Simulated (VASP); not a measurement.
Runs of VASP 6.6.1 on Al. The structure is that of space group P6_3/mmc (No. 194), or close to it. The cells are those of the table. 

```csv
cell,gap on the mesh (eV),pressure (GPa)
"a = 2.883, b = 2.883, c = 9.366 Å, angles 90.0, 90.0, 120.0°, 4 atoms",none,(b)
"a = 2.789, b = 2.789, c = 9.062 Å, angles 90.0, 90.0, 120.0°, 4 atoms",none,3.5
"a = 2.827, b = 2.827, c = 9.186 Å, angles 90.0, 90.0, 120.0°, 4 atoms",none,-0.2
"a = 2.864, b = 2.864, c = 9.307 Å, angles 90.0, 90.0, 120.0°, 4 atoms",none,-3.1
"a = 2.808, b = 2.808, c = 9.124 Å, angles 90.0, 90.0, 120.0°, 4 atoms",none,1.6
"a = 2.846, b = 2.846, c = 9.247 Å, angles 90.0, 90.0, 120.0°, 4 atoms",none,-1.7
"a = 2.769, b = 2.769, c = 8.998 Å, angles 90.0, 90.0, 120.0°, 4 atoms",none,(a)
```

Alike in all rows: task single point; level LDA; potentials or basis VASP PAW LDA potentials, release 64 (Al); no spin polarisation; k mesh 9 × 9 × 3; cutoff (eV) 520; smearing fermi-dirac 0.15 eV.

Estimate the missing entries.

(a) 5.7; (b) -4.4.

A gap of «none» marks levels without a gap at the run's occupations.
